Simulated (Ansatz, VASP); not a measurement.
One calculation of ScAl, two programs

File INCAR:

```
  PREC = Accurate
  ENCUT = 600
  EDIFF = 1E-7
  ISMEAR = -1
  SIGMA = 0.15
  LREAL = F
  LASPH = T
  NELM = 60
  ALGO = Normal
  ISIF = 3
  LWAVE = F
  LCHARG = F
  GGA = PS
  IBRION = 2
  NSW = 80
  EDIFFG = -0.001
```

Contents of KPOINTS:

```
regular mesh
0
Gamma
  12 12 12
```

The input POSCAR:

```
ScAl
1.0
    3.3444038964      0.0000000000      0.0000000000
    0.0000000000      3.3444038964      0.0000000000
    0.0000000000      0.0000000000      3.3444038964
Sc Al
1 1
Direct
    0.5000000000      0.5000000000      0.5000000000
    0.0000000000      0.0000000000      0.0000000000
```

Input for Ansatz:

```yaml
crystal:
  lattice:
    - [3.3444038939, 0.0, 0.0]
    - [0.0, 3.3444038939, 0.0]
    - [0.0, 0.0, 3.3444038939]
  atoms:
    - { symbol: Sc, position: [0.5, 0.5, 0.5] }
    - { symbol: Al, position: [0.0, 0.0, 0.0] }
basis:
  ecutwfc: 420
kpoints:
  mp_grid: { grid: [12, 12, 12] }
hamiltonian:
  xc: pbesol
scf:
  occupations: { method: fermi_dirac, width: 0.15 }
output:
  forces: true
  stress: true
  eigenvalues: true
relax:
  adjacent_minimum: "off"
  f_tol: 0.001
  max_steps: 60
  cell: { stress_tol: 0.01 }
```

Alike in both runs: task relaxation of cell and atoms; functional PBEsol; k mesh 12 × 12 × 12; occupations fermi-dirac, width 0.15 eV; no spin polarisation.

```csv
,VASP,Ansatz
version,VASP 6.6.1,Ansatz 0.2.0
potentials or method,"VASP PAW PBE potentials, release 64 (Sc_sv, Al), cutoff 600 eV","scalar-relativistic, plane waves, PAW"
valence electrons in the cell,14,14
```

VASP gave:

```
gap on the k mesh at the Fermi level, each at its own relaxed structure (eV) : none
relaxed volume (Å³/atom)                                                     : 18.80
relaxed cell length with the largest relative difference (Å)                 : 3.350
```

Question: Which values does Ansatz return?

Answer: gap on the k mesh at the Fermi level, each at its own relaxed structure (eV): none; relaxed volume (Å³/atom): 18.76; relaxed cell length with the largest relative difference (Å): 3.348.

VASP's potentials were made for PBE, not for PBEsol. A gap of «none» marks a metal or a gap that the smearing closes.
